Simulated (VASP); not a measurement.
# Ag: single point with PBE+D3(BJ)

The system is Ag.

```
CELL_PARAMETERS angstrom
0.00000 2.04275 2.04275
2.04275 0.00000 2.04275
2.04275 2.04275 0.00000
ATOMIC_POSITIONS crystal
Ag 0.00000 0.00000 0.00000
```

```json
{"Program": "VASP 6.6.1", "Task": "single point", "Functional": "PBE", "Dispersion": "D3(BJ)", "Potentials or basis": "VASP PAW PBE potentials, release 64 (Ag)", "Cutoff": "500 eV", "k mesh": "15 × 15 × 15", "Occupations": "methfessel-paxton, width 0.1 eV", "Spin": "no spin polarisation", "Dipole correction": "no", "Further INCAR settings": "ALGO = Normal; EDIFF = 1e-06; NBANDS = 12"}
```

```json
{"Pressure": "-1.2 GPa", "Band gap on the k mesh": "zero (an odd number of electrons rules out a gap without spin polarisation)", "Dispersion energy per atom": "-0.589 eV"}
```

Levels at points of the mesh, in eV from the Fermi level:
| k point | band 4 | band 5 | band 6 | band 7 | band 8 | band 9 |
| --- | --- | --- | --- | --- | --- | --- |
| (0.00, 0.00, 0.00) | -4.97 | -3.94 | -3.94 | 15.87 | 19.45 | 19.45 |

Run time: 21 s on 1 thread of Intel Xeon 8259CL, on a shared host, peak memory 0.16 GiB.

Caveat: three body term missing.
